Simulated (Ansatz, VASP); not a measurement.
Si5As3 in VASP and in Ansatz

INCAR

```
SYSTEM = Si5As3
ALGO = Normal
EDIFF = 1E-7
ENCUT = 520
GGA = PE
ISIF = 2
ISMEAR = 0
LASPH = .True.
LCHARG = .False.
LREAL = Auto
LWAVE = .False.
NBANDS = 49
NELM = 100
PREC = Accurate
SIGMA = 0.1
```

Contents of KPOINTS:

```
k-points
0
Gamma
  3 3 2
  0 0 0
```

POSCAR

```
Si5As3
1.0
    6.7092600662      0.0000000000      0.0000000000
   -3.3546300331      5.8103896580      0.0000000000
    0.0000000000      0.0000000000      9.1411702067
Si As
10 6
Direct
    0.3346265094      0.3346265094      0.5424556850
    0.3346265094      0.0000000000      0.4575443150
    0.6653734906      0.0000000000      0.5424556850
    0.6653734906      0.6653734906      0.4575443150
    0.6666666667      0.3333333333      0.1295247886
    0.6666666667      0.3333333333      0.8704752114
    1.0000000000      0.3346265094      0.4575443150
    0.0000000000      0.6653734906      0.5424556850
    0.3333333333      0.6666666667      0.8704752114
    0.3333333333      0.6666666667      0.1295247886
    0.3049696657      0.3049696657      0.8051666592
    0.3049696657      0.0000000000      0.1948333408
    0.6950303343      0.0000000000      0.8051666592
    0.6950303343      0.6950303343      0.1948333408
    0.0000000000      0.3049696657      0.1948333408
    1.0000000000      0.6950303343      0.8051666592
```

Input for Ansatz:

```yaml
crystal:
  lattice:
    - [6.7092600662, 0.0, 0.0]
    - [-3.3546300331, 5.810389658, 0.0]
    - [0.0, 0.0, 9.1411702067]
  atoms:
    - { symbol: Si, position: [0.3346265094, 0.3346265094, 0.542455685] }
    - { symbol: Si, position: [0.3346265094, 0.0, 0.457544315] }
    - { symbol: Si, position: [0.6653734906, 0.0, 0.542455685] }
    - { symbol: Si, position: [0.6653734906, 0.6653734906, 0.457544315] }
    - { symbol: Si, position: [0.6666666667, 0.3333333333, 0.1295247886] }
    - { symbol: Si, position: [0.6666666667, 0.3333333333, 0.8704752114] }
    - { symbol: Si, position: [1.0, 0.3346265094, 0.457544315] }
    - { symbol: Si, position: [0.0, 0.6653734906, 0.542455685] }
    - { symbol: Si, position: [0.3333333333, 0.6666666667, 0.8704752114] }
    - { symbol: Si, position: [0.3333333333, 0.6666666667, 0.1295247886] }
    - { symbol: As, position: [0.3049696657, 0.3049696657, 0.8051666592] }
    - { symbol: As, position: [0.3049696657, 0.0, 0.1948333408] }
    - { symbol: As, position: [0.6950303343, 0.0, 0.8051666592] }
    - { symbol: As, position: [0.6950303343, 0.6950303343, 0.1948333408] }
    - { symbol: As, position: [0.0, 0.3049696657, 0.1948333408] }
    - { symbol: As, position: [1.0, 0.6950303343, 0.8051666592] }
basis:
  ecutwfc: 420
kpoints:
  mp_grid: { grid: [3, 3, 2] }
hamiltonian:
  xc: pbe
scf:
  occupations: { method: gaussian, width: 0.1 }
  lower_state_search: "off"
output:
  forces: true
  stress: true
  eigenvalues: true
```

Alike in both runs: task single point; functional PBE; k mesh 3 × 3 × 2; occupations gaussian, width 0.1 eV; no spin polarisation.

|  | VASP | Ansatz |
| --- | --- | --- |
| version | VASP 6.6.1 | Ansatz 0.2.0 |
| potentials or method | VASP PAW PBE potentials, release 64 (Si, As), cutoff 520 eV | scalar-relativistic, plane waves, PAW |
| valence electrons in the cell | 70 | 130 |

|  | VASP | Ansatz | Ansatz less VASP |
| --- | --- | --- | --- |
| gap on the k mesh at the Fermi level (eV) | 0.71 | 0.72 | +0.009 |
| least direct gap on the mesh (eV) | 0.80 | 0.81 | +0.011 |
| pressure (GPa) | 0.1 | 0.0 | -0.13 |
| traceless stress, the component that is largest in VASP (GPa) | 0.07 | 0.04 | -0.024 |
| rms of the force components (eV/Å) | 0.020 | 0.009 | -0.0110 |

Atom by atom the forces differ by 0.018 eV/Å (rms over components). VASP's potentials hold 70 valence electrons a cell and Ansatz's 130, so a difference there can come from the potentials and not from the codes.
